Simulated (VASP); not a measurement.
Wanted: the native input for a VASP 6.6.1 run.

```yaml
Task: single point
Functional: PBE
Potentials_or_basis: VASP PAW PBE potentials, release 64 (W_sv, C)
Cutoff: 520 eV
k_mesh: 10 × 10 × 9
Occupations: fermi-dirac, width 0.05 eV
Spin: no spin polarisation
Dipole_correction: no
Further_INCAR_settings: ALGO = Normal; EDIFF = 1e-06; NBANDS = 16
```

The structure of WC (Qusongite) lies in POSCAR:

```
WC
1.0
    2.8869927008      0.0000000000      0.0000000000
   -1.4434963504      2.5002090195      0.0000000000
    0.0000000000      0.0000000000      2.8175618425
W C
1 1
Direct
    0.0000000000      0.0000000000      0.0000000000
    0.6666666667      0.3333333333      0.5000000000
```

This cell differs from its parent crystal: volume scaled by 0.98.

These files were run (other wordings do the same):

INCAR

```
SYSTEM = WC
PREC     = Accurate       ! precision mode
ENCUT    = 520            ! plane-wave cutoff, eV
EDIFF    = 1E-6           ! SCF threshold, eV
ISMEAR   = -1             ! smearing method
SIGMA    = 0.05           ! smearing width, eV
LREAL    = .FALSE.        ! projectors in reciprocal space
LASPH    = .TRUE.         ! aspherical terms in the spheres
NELM     = 100            ! most SCF steps
ALGO     = Normal         ! electronic algorithm
ISIF     = 2              ! what is computed and relaxed
LWAVE    = .FALSE.        ! write WAVECAR
LCHARG   = .FALSE.        ! write CHGCAR
GGA      = PE             ! functional
NBANDS   = 16             ! bands
```

KPOINTS

```
Automatic mesh
0
G
  10 10 9
  0 0 0
```

Potentials or basis: VASP PAW PBE potentials, release 64 (W_sv, C).

Run with:

```sh
$ cat potpaw_PBE.64/W_sv/POTCAR potpaw_PBE.64/C/POTCAR > POTCAR
$ mpirun -np 1 vasp_std > vasp.out
```

Results of the run:

```yaml
Pressure: 15.5 GPa
Band_gap_on_the_k_mesh: zero (band 9 reaches 12.03 eV, above the bottom of band 10 at 10.81 eV)
```

Caveat: spin-orbit coupling is left out, which moves the levels of the heavy elements.

It took 20 s on 1 thread of AMD EPYC 7R13 Processor (Zen 3), on a shared host, peak memory 0.12 GiB.
